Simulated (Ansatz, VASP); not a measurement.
## Zn2S in VASP and in Ansatz

File INCAR:

```
SYSTEM = Zn2S
PREC     = Accurate       ! precision mode
ENCUT    = 520            ! plane-wave cutoff, eV
EDIFF    = 1E-6           ! SCF threshold, eV
ISMEAR   = 0              ! smearing method
SIGMA    = 0.1            ! smearing width, eV
LREAL    = .FALSE.        ! projectors in reciprocal space
LASPH    = .TRUE.         ! aspherical terms in the spheres
NELM     = 60             ! most SCF steps
ALGO     = Normal         ! electronic algorithm
ISIF     = 2              ! what is computed and relaxed
LWAVE    = .FALSE.        ! write WAVECAR
LCHARG   = .FALSE.        ! write CHGCAR
GGA      = PE             ! functional
NBANDS   = 22             ! bands
```

File KPOINTS:

```
regular mesh
0
G
  6 6 4
  0 0 0
```

File POSCAR:

```
Zn2S
1.0
    3.6674366279      0.0000000000      0.0000000000
   -1.8337183139      3.1760932865      0.0000000000
    0.0000000000      0.0000000000      3.9598568241
Zn S
2 1
Direct
    0.3333333333      0.6666666667      0.5000000000
    0.6666666667      0.3333333333      0.5000000000
    0.0000000000      0.0000000000      0.0000000000
```

Input for Ansatz:

```yaml
crystal:
  lattice:
    - [3.6674366279, 0.0, 0.0]
    - [-1.8337183139, 3.1760932865, 0.0]
    - [0.0, 0.0, 3.9598568241]
  atoms:
    - { symbol: Zn, position: [0.3333333333, 0.6666666667, 0.5] }
    - { symbol: Zn, position: [0.6666666667, 0.3333333333, 0.5] }
    - { symbol: S, position: [0.0, 0.0, 0.0] }
basis:
  ecutwfc: 420
kpoints:
  mp_grid: { grid: [6, 6, 4] }
hamiltonian:
  xc: pbe
scf:
  occupations: { method: gaussian, width: 0.1 }
  lower_state_search: "off"
output:
  forces: true
  stress: true
  eigenvalues: true
```

Alike in both runs: task single point; functional PBE; k mesh 6 × 6 × 4; occupations gaussian, width 0.1 eV; no spin polarisation.

|  | VASP | Ansatz |
| --- | --- | --- |
| version | VASP 6.6.1 | Ansatz 0.2.0 |
| potentials or method | VASP PAW PBE potentials, release 64 (Zn, S), cutoff 520 eV | scalar-relativistic, plane waves, PAW |
| valence electrons in the cell | 30 | 30 |

|  | VASP | Ansatz | Ansatz less VASP |
| --- | --- | --- | --- |
| gap on the k mesh at the Fermi level (eV) | none | none | - |
| pressure (GPa) | 25.1 | 24.3 | -0.80 |
| traceless stress, the component that is largest in VASP (GPa) | -28.51 | -28.02 | +0.492 |

A gap of «none» marks a metal or a gap that the smearing closes. With one functional, cell and mesh, what is left measures potentials, basis and numerics.

The k mesh is coarse, so the values compare programs but aren't converged.
